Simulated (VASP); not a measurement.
# Al3BiO3 (Pm) in VASP: single point with PBE

Aim: the single point of Al3BiO3 with PBE.

All numbers are computed with VASP 6.6.1; they aren't measurements. Logs are shortened: lines on timing, memory, paths and dates and some standing lists are left out, and cuts for length are marked.

### Step 1. The cell of the first run

It takes space group Pm (No. 6, monoclinic). The conventional cell has a = 6.616 Å, b = 3.174 Å, c = 6.724 Å, α = 90.00°, β = 90.52°, γ = 90.00°. Al (site symmetry m) has 3 O at 1.70 to 1.86 Å within 2.3 Å. Al (site symmetry m) has 2 O at 1.81 to 1.83 Å within 2.4 Å. Within 2.3 Å of Al (site symmetry m) lie 3 O at 1.70 to 1.86 Å. Within 3.7 Å of Bi (site symmetry m) lie 4 Al at 2.84 to 2.88 Å and 2 Bi at 3.17 Å and 2 O at 3.61 to 3.63 Å. Within 2.4 Å of O (site symmetry m) lie 3 Al at 1.81 to 1.86 Å. Within 2.4 Å of O (site symmetry m) lie 3 Al at 1.83 to 1.86 Å. Within 2.3 Å of O (site symmetry m) lie 2 Al at 1.70 Å.

### Step 2. Single point, PBE

INCAR reads:

```
ALGO = Normal ; EDIFF = 1E-6
ENCUT = 520 ; GGA = PE
ISIF = 2 ; ISMEAR = 0
LASPH = True ; LCHARG = False
LREAL = False ; LWAVE = False
NBANDS = 30 ; NELM = 100
PREC = Accurate ; SIGMA = 0.15
```

KPOINTS reads:

```
k-points
0
Gamma
  2 3 2
```

POSCAR reads:

```
Al3BiO3
1.0
    6.7235880346      0.0000000000      0.0132483901
    0.0000000000      3.1738474074      0.0000000000
   -0.0733900835      0.0000000000      6.6151969680
Al Bi O
3 1 3
Direct
    0.4581239514      0.5000000000      0.1648814689
    0.1300044415      0.0000000000      0.3823222875
    0.1523717373      0.5000000000      0.7962018540
    0.8775930849      0.5000000000      0.1235487932
    1.1134161766      0.0000000000      0.6551516405
    0.3858229820      0.0000000000      0.2903413852
    0.3746685664      0.5000000000      0.9208855907
```

Potentials or basis: VASP PAW PBE potentials, release 64 (Al, Bi_d, O).

On the command line:

```console
> cat potpaw_PBE.64/Al/POTCAR potpaw_PBE.64/Bi_d/POTCAR potpaw_PBE.64/O/POTCAR > POTCAR
> mpirun -np 1 vasp_std > vasp.out
```

OUTCAR:

```text
EDIFF = 1E-6
   ENCUT = 520
   GGA = PE
   ISIF = 2
   ISMEAR = 0
   LASPH = True
   LREAL = False
   NELM = 100
   PREC = Accurate

 ion  position               nearest neighbor table
   1  0.458  0.500  0.165-   7 1.70   6 1.86   6 1.86   4 2.84   2 3.08   2 3.08   3 3.18
   2  0.130  0.000  0.382-   5 1.81   6 1.83   4 2.88   4 2.88   1 3.08   1 3.08   3 3.17   3 3.17

   3  0.152  0.500  0.796-   7 1.70   5 1.86   5 1.86   4 2.86   2 3.17   2 3.17   1 3.18
   4  0.878  0.500  0.124-   1 2.84   3 2.86   2 2.88   2 2.88
   5  0.113  0.000  0.655-   2 1.81   3 1.86   3 1.86
   6  0.386  0.000  0.290-   2 1.83   1 1.86   1 1.86
   7  0.375  0.500  0.921-   3 1.70   1 1.70

  LATTYP: Found a simple monoclinic cell.
 ALAT       =     6.6156040563
 B/A-ratio  =     0.4797517174
 C/A-ratio  =     1.0163245911
 COS(beta)  =    -0.0091231508

  Lattice vectors:

 A1 = (  -0.0733900835,   0.0000000000,   6.6151969680)
 A2 = (   0.0000000000,  -3.1738474074,   0.0000000000)
 A3 = (   6.7235880346,   0.0000000000,   0.0132483901)

Analysis of symmetry for initial positions (statically):
=====================================================================
 Subroutine PRICEL returns:
 Original cell was already a primitive cell.

 Routine SETGRP: Setting up the symmetry group for a
 simple monoclinic supercell.

 Subroutine GETGRP returns: Found  2 space group operations
 (whereof  2 operations were pure point group operations)
 out of a pool of  4 trial point group operations.

The static configuration has the point symmetry C_1h.

Analysis of symmetry for dynamics (positions and initial velocities):
=====================================================================
 Subroutine PRICEL returns:
 Original cell was already a primitive cell.

 Routine SETGRP: Setting up the symmetry group for a
 simple monoclinic supercell.

 Subroutine GETGRP returns: Found  2 space group operations
 (whereof  2 operations were pure point group operations)
 out of a pool of  4 trial point group operations.

The dynamic configuration has the point symmetry C_1h.

 Subroutine INISYM returns: Found  2 space group operations
 (whereof  2 operations are pure point group operations),
 and found     1 'primitive' translations

----------------------------------------------------------------------------------------

                                     Primitive cell

  volume of cell :     141.1690

  direct lattice vectors                    reciprocal lattice vectors
     6.723588035  0.000000000  0.013248390     0.148726861  0.000000000  0.001650000
     0.000000000  3.173847407  0.000000000     0.000000000  0.315075009  0.000000000
    -0.073390083  0.000000000  6.615196968    -0.000297858  0.000000000  0.151163774

  length of vectors
     6.723601087  3.173847407  6.615604056     0.148736013  0.315075009  0.151164068

  position of ions in fractional coordinates (direct lattice)
     0.458123951  0.500000000  0.164881469
     0.130004441  0.000000000  0.382322288
     0.152371737  0.500000000  0.796201854
     0.877593085  0.500000000  0.123548793
     0.113416177  0.000000000  0.655151641
     0.385822982  0.000000000  0.290341385
     0.374668566  0.500000000  0.920885591

  ion indices of the primitive-cell ions
   primitive index   ion index
                 1           1
                 2           2
                 3           3
                 4           4
                 5           5
                 6           6
                 7           7

----------------------------------------------------------------------------------------

 KPOINTS: k-points

Automatic generation of k-mesh.
 Grid dimensions read from file:
 generate k-points for:    2    3    2

 Generating k-lattice:

  Cartesian coordinates                     Fractional coordinates (reciprocal lattice)
     0.074363430  0.000000000  0.000825000     0.500000000  0.000000000  0.000000000
     0.000000000  0.105025003  0.000000000     0.000000000  0.333333333  0.000000000
    -0.000148929  0.000000000  0.075581887     0.000000000  0.000000000  0.500000000

  Length of vectors
     0.074368006  0.105025003  0.075582034

  Shift w.r.t. Gamma in fractional coordinates (k-lattice)
     0.000000000  0.000000000  0.000000000

 Subroutine IBZKPT returns following result:
 ===========================================

 Found      8 irreducible k-points:

 Following reciprocal coordinates:
            Coordinates               Weight
  0.000000  0.000000  0.000000      1.000000
  0.500000  0.000000  0.000000      1.000000
  0.000000  0.333333  0.000000      2.000000
  0.500000  0.333333  0.000000      2.000000
  0.000000  0.000000  0.500000      1.000000
  0.500000  0.000000  0.500000      1.000000
  0.000000  0.333333  0.500000      2.000000
  0.500000  0.333333  0.500000      2.000000
   k-points           NKPTS =      8   k-points in BZ     NKDIM =      8   number of bands    NBANDS=     30
   number of dos      NEDOS =    301   number of ions     NIONS =      7
   total plane-waves  NPLWV =  60000
   dimension x,y,z NGX =    50 NGY =   24 NGZ =   50
   dimension x,y,z NGXF=   100 NGYF=   48 NGZF=  100
   ions per type =               3   1   3
   NGX,Y,Z   is equivalent  to a cutoff of  12.36, 12.57, 12.56 a.u.
   NGXF,Y,Z  is equivalent  to a cutoff of  24.73, 25.14, 25.13 a.u.
 SYSTEM =  unknown system
   PREC   = accura    normal or accurate (medium, high low for compatibility)
   ISTART =      0    job   : 0-new  1-cont  2-samecut
   ICHARG =      2    charge: 1-file 2-atom 10-const
   ISPIN  =      1    spin polarized calculation?
   LNONCOLLINEAR =      F non collinear calculations
   LSORBIT =      F    spin-orbit coupling
   LASPH  =      T    aspherical Exc in radial PAW
   ENCUT  =  520.0 eV  38.22 Ry    6.18 a.u.  12.50  5.90 12.30*2*pi/ulx,y,z
   NELM   =    100;   NELMIN=  2; NELMDL= -5     # of ELM steps
   EDIFF  = 0.1E-05   stopping-criterion for ELM
   LREAL  =      F    real-space projection
   EDIFFG = 0.1E-04   stopping-criterion for IOM
   NSW    =      0    number of steps for IOM
   IBRION =     -1    ionic relax: 0-MD 1-quasi-New 2-CG
   NFREE  =      0    steps in history (QN), initial steepest desc. (CG)
   ISIF   =      2    stress and relaxation
   ISYM   =      2    0-nonsym 1-usesym 2-fastsym
   POTIM  = 0.5000    time-step for ionic-motion
   TEBEG  =    0.0;   TEEND  =   0.0 temperature during run
   PSTRESS=    0.0 pullay stress
   NELECT =      42.0000    total number of electrons
   NUPDOWN=      -1.0000    fix difference up-down
   EMIN   =  10.00;   EMAX   =-10.00  energy-range for DOS
   EFERMI =   0.00;   METHOD = LEGACY
   ISMEAR =     0;   SIGMA  =   0.15  broadening in eV -4-tet -1-fermi 0-gaus
   EFERMI_NEDOS =   21; number of points for ismear=-14 and -15
   IALGO  =     38    algorithm
   IMIX   =      4    mixing-type and parameters
     AMIX     =   0.40;   BMIX     =  1.00
     AMIX_MAG =   1.60;   BMIX_MAG =  1.00
  volume/ion in A,a.u.               =      20.17       136.09
  Fermi-wavevector in a.u.,A,eV,Ry     =   1.092894  2.065271 16.251040  1.194418
  Thomas-Fermi vector in A             =   2.229169
   LORBIT       =      0    0 simple, 1 ext, 2 COOP (PROOUT), +10 PAW based schemes
   GGA     = PE    functional components
   LHFCALC =     F    Hartree Fock is set to
   AEXX    =    0.0000 exact exchange contribution
   IVDW    =     0    specifies the selected vdW correction
   LEPSILON=     F    determine dielectric tensor
   LRPA    =     F    only Hartree local field effects (RPA)
 non-spin polarized calculation
 Gauss-broadening in eV      SIGMA  =   0.15
  energy-cutoff  :      520.00
  volume of cell :      141.17
 maximum number of plane-waves:      3816
   NGX = 25   NGY = 11   NGZ = 25

 number of electron      42.0000000 magnetization

 Free energy of the ion-electron system (eV)
  ---------------------------------------------------
  ext. energy  EPLUGINS =         0.00000000
  ---------------------------------------------------
  free energy    TOTEN  =       -42.99925864 eV

  energy without entropy =      -42.99924510  energy(sigma->0) =      -42.99925187

 E-fermi :   4.9982     XC(G=0):  -8.3240

 val. band max:        4.6017359380   @ k =   0.5000   0.0000   0.5000
 cond. band min:       5.4253536304   @ k =   0.0000   0.3333   0.0000
 fundamental gap:      0.8236176924
 Fermi energy:         4.9982490120

 k-point     1 :       0.0000    0.0000    0.0000
  band No.  band energies     occupation
      1     -18.6299      2.00000
      2     -18.4103      2.00000
      3     -18.4079      2.00000
      4     -18.3945      2.00000
      5     -18.3164      2.00000
      6     -16.6906      2.00000
[... 22 lines left out ...]
     29      11.0799      0.00000
     30      11.6117      0.00000

 k-point     2 :       0.5000    0.0000    0.0000
  band No.  band energies     occupation
      1     -18.6297      2.00000
      2     -18.4107      2.00000
      3     -18.4070      2.00000
      4     -18.3945      2.00000
      5     -18.3164      2.00000
      6     -16.6891      2.00000
[... 22 lines left out ...]
     29      10.7266      0.00000
     30      11.7874      0.00000

 k-point     3 :       0.0000    0.3333    0.0000
  band No.  band energies     occupation
      1     -18.4954      2.00000
      2     -18.4132      2.00000
      3     -18.4103      2.00000
      4     -18.3967      2.00000
      5     -18.3406      2.00000
      6     -16.4186      2.00000
[... 154 lines left out ...]
     29      10.4766      0.00000
     30      10.9023      0.00000

 k-point     8 :       0.5000    0.3333    0.5000
  band No.  band energies     occupation
      1     -18.4956      2.00000
      2     -18.4133      2.00000
      3     -18.4104      2.00000
      4     -18.3962      2.00000
      5     -18.3405      2.00000
      6     -16.4022      2.00000
[... 22 lines left out ...]
     29       9.7585      0.00000
     30      10.4332      0.00000

------------------------ aborting loop because EDIFF is reached ----------------------------------------

  FORCE on cell =-STRESS in cart. coord.  units (eV):
  Direction    XX          YY          ZZ          XY          YZ          ZX
  --------------------------------------------------------------------------------------
  -------------------------------------------------------------------------------------
  Total        0.0265971     -0.0091456     -0.0129801      0.0000000      0.0000000      0.0478695
  in kB        0.3018594     -0.1037963     -0.1473155      0.0000000      0.0000000      0.5432879
  external PRESSURE =       0.0169159 kB  Pullay stress =       0.0000000 kB

 VOLUME and BASIS-vectors are now :
 -----------------------------------------------------------------------------
  energy-cutoff  :      520.00
  volume of cell :      141.17
      direct lattice vectors                 reciprocal lattice vectors
     6.723588035  0.000000000  0.013248390     0.148726861  0.000000000  0.001650000
     0.000000000  3.173847407  0.000000000     0.000000000  0.315075009  0.000000000
    -0.073390083  0.000000000  6.615196968    -0.000297858  0.000000000  0.151163774

 POSITION                                       TOTAL-FORCE (eV/Angst)
 -----------------------------------------------------------------------------------
      3.06814      1.58692      1.09679         0.029084      0.000000      0.012931
      0.84604      0.00000      2.53086         0.005795      0.000000      0.034178
      0.96605      1.58692      5.26905        -0.000484      0.000000     -0.014377
      5.89151      1.58692      0.82893        -0.024121      0.000000     -0.003915
      0.71448      0.00000      4.33546         0.011349      0.000000     -0.035801
      2.57281      0.00000      1.92578        -0.028481      0.000000      0.000416
      2.45153      1.58692      6.09680         0.006859      0.000000      0.006568
 -----------------------------------------------------------------------------------
    total drift:                               -0.000050      0.000000      0.001340

  FREE ENERGIE OF THE ION-ELECTRON SYSTEM (eV)
  ---------------------------------------------------
  free  energy   TOTEN  =       -42.9992586410 eV

  energy  without entropy=      -42.9992450962  energy(sigma->0) =      -42.99925187
```

It took 40 s on 1 thread of Intel Xeon Platinum 8488C (Sapphire Rapids), shared host; peak memory 0.24 GiB.

What came out:

```yaml
Free_energy: -42.9993 eV
Pressure: 0.0 GPa
Largest_force: 0.038 eV/Å
Band_gap_on_the_k_mesh: 0.82 eV, indirect (least direct gap 1.25 eV)
```

Forces on the atoms (eV/Å):
```
Al   0.029  0.000  0.013
Al   0.006  0.000  0.034
Al   0.000  0.000 -0.014
Bi  -0.024  0.000 -0.004
O    0.011  0.000 -0.036
O   -0.028  0.000  0.000
O    0.007  0.000  0.007
```

Levels at points of the mesh, in eV from the valence-band top:
```
           k point  band 19  band 20  band 21  band 22  band 23  band 24
(0.00, 0.00, 0.00)    -2.97    -2.90    -1.41     1.06     2.32     3.21
(0.50, 0.00, 0.00)    -3.20    -2.90    -0.29     0.95     2.12     2.68
(0.00, 0.00, 0.50)    -3.03    -2.90    -0.38     1.02     2.35     2.67
(0.50, 0.00, 0.50)    -3.48    -2.90     0.00     1.81     2.42     2.60
```

Caveat: the k points lie up to 0.66 Å⁻¹ apart; spin-orbit coupling is left out, which moves the levels of the heavy elements. PBE gaps usually lie below the measured ones, often by a third to a half.
